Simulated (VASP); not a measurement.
The system is In.

```
CELL_PARAMETERS angstrom
3.33139 0.00000 0.00000
-1.66570 2.88507 0.00000
0.00000 0.00000 10.88033
ATOMIC_POSITIONS crystal
In 0.00000 0.00000 0.00000
In 0.00000 0.00000 0.50000
In 0.33333 0.66667 0.25000
In 0.66667 0.33333 0.75000
```

This isn't the form of In at room conditions, which is tetragonal.

| Quantity | Value |
| --- | --- |
| Program | VASP 6.6.1 |
| Task | relaxation of cell and atoms |
| Functional | revPBE |
| Potentials or basis | VASP PAW PBE potentials, release 64 (In_d) |
| Cutoff | 600 eV |
| k mesh | 11 × 11 × 3 |
| Occupations | fermi-dirac, width 0.1 eV |
| Spin | no spin polarisation |

At the start: pressure 3.3 GPa; volume 26.14 Å³/atom.

Q: How do energy, volume and symmetry change on relaxing?

A: Over 7 steps the energy falls by 21.6 meV/atom and the volume is 28.43 Å³/atom (+8.7 %); space group P6_3/mmc (No. 194, to 0.1 Å) before and after.

The path:
```
step  energy change (eV)  largest force (eV/Å)  pressure (GPa)  volume (Å³)
   1              0.0000                0.0000            3.28       104.57
   2             -0.0858                0.0000            0.35       112.90
   3             -0.0857                0.0000           -0.23       114.62
   4             -0.0864                0.0000           -0.06       113.94
   5             -0.0864                0.0000            0.00       113.73
   6             -0.0865                0.0000           -0.01       113.73
   7             -0.0865                0.0000           -0.01       113.72
```

Final structure:
```
In
1.0
     3.43291    0.00000    0.00000
    -1.71646    2.97299    0.00000
     0.00000    0.00000   11.14230
In
4
Cartesian
  0.0000 0.0000 0.0000
  0.0000 0.0000 5.5711
  0.0000 1.9820 2.7856
  1.7165 0.9910 8.3567
```

Caveat: the PAW data sets were made with another functional, which shifts forces and pressure a little.
